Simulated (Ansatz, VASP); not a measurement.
**Two plane-wave programs on TaH3Br2**

```
Ta H Br
1.0
     5.61299    0.00000    0.00000
    -2.80650    4.86099    0.00000
     0.00000    0.00000    3.71629
Ta H Br
1 3 2
Cartesian
  0.0000 0.0000 0.0000
  2.8065 0.0000 1.8581
  -1.4032 2.4305 1.8581
  1.4032 2.4305 1.8581
  2.8065 1.6203 0.0000
  0.0000 3.2407 0.0000
```

Change from the starting cell: species swapped into the CeSi2Ir3 type (P6/mmm, No. 191).

Alike in both runs: task single point; functional PBE; k mesh 6 × 6 × 6; occupations gaussian, width 0.1 eV; collinear spin.

|  | VASP | Ansatz |
| --- | --- | --- |
| version | VASP 6.6.1 | Ansatz 0.2.0 |
| potentials or method | VASP PAW PBE potentials, release 64 (Ta_pv, H, Br), cutoff 520 eV | scalar-relativistic, plane waves, PAW |
| valence electrons in the cell | 28 | 30 |

```csv
,VASP,Ansatz,Ansatz less VASP
gap on the k mesh at the Fermi level (eV),none,none,-
pressure (GPa),-9.8,-9.8,+0.03
"traceless stress, the component that is largest in VASP (GPa)",0.74,0.78,+0.037
net moment per atom (μB),0.18,0.18,-0.001
size of the moment on the site where the two differ most (μB),1.41,1.56,+0.146
```

Site moments also hang on the region over which each program counts them. A gap of «none» marks a metal or a gap that the smearing closes. VASP's potentials hold 28 valence electrons a cell and Ansatz's 30, so a difference there can come from the potentials and not from the codes.

Spin-orbit coupling is off throughout.
